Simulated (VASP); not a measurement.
A run of VASP 6.6.1 is set up as follows.

The input INCAR:

```
SYSTEM = CsSi2
PREC = Accurate
ENCUT = 600
EDIFF = 1E-7
ISMEAR = 0
SIGMA = 0.1
LREAL = .False.
LASPH = .True.
NELM = 60
ALGO = Normal
ISIF = 3
LWAVE = .False.
LCHARG = .False.
GGA = PE
IBRION = 2
NSW = 90
EDIFFG = -0.04
```

The input KPOINTS:

```
regular mesh
0
Gamma
  6 6 4
  0 0 0
```

The input POSCAR:

```
CsSi2
1.0
    4.5783392000      0.0000000000      0.0000000000
   -2.2891696000      3.9649580500      0.0000000000
    0.0000000000      0.0000000000      4.9301063300
Cs Si
1 2
Direct
    0.3333333300      0.6666666700      0.0000000000
    0.0000000000      0.0000000000      0.2839384900
    0.0000000000      0.0000000000      0.7160615100
```

Potentials or basis: VASP PAW PBE potentials, release 64 (Cs_sv, Si).

Launch:

```sh
$ cat potpaw_PBE.64/Cs_sv/POTCAR potpaw_PBE.64/Si/POTCAR > POTCAR
$ mpirun -np 1 vasp_std > vasp.out
```

Task: Predict the space group after relaxing (to 0.05 Å).

Result: P-6m2 (No. 187).

Task: Estimate the relaxed volume.

Result: 50.39 Å³/atom.

Forces in eV/Å, atoms in the order of the input:
```
Cs   0.000  0.000  0.000
Si   0.000  0.000  0.012
Si   0.000  0.000 -0.012
```

Caveat: the volume moved by over 15 % at a fixed basis, so the end points are rough.
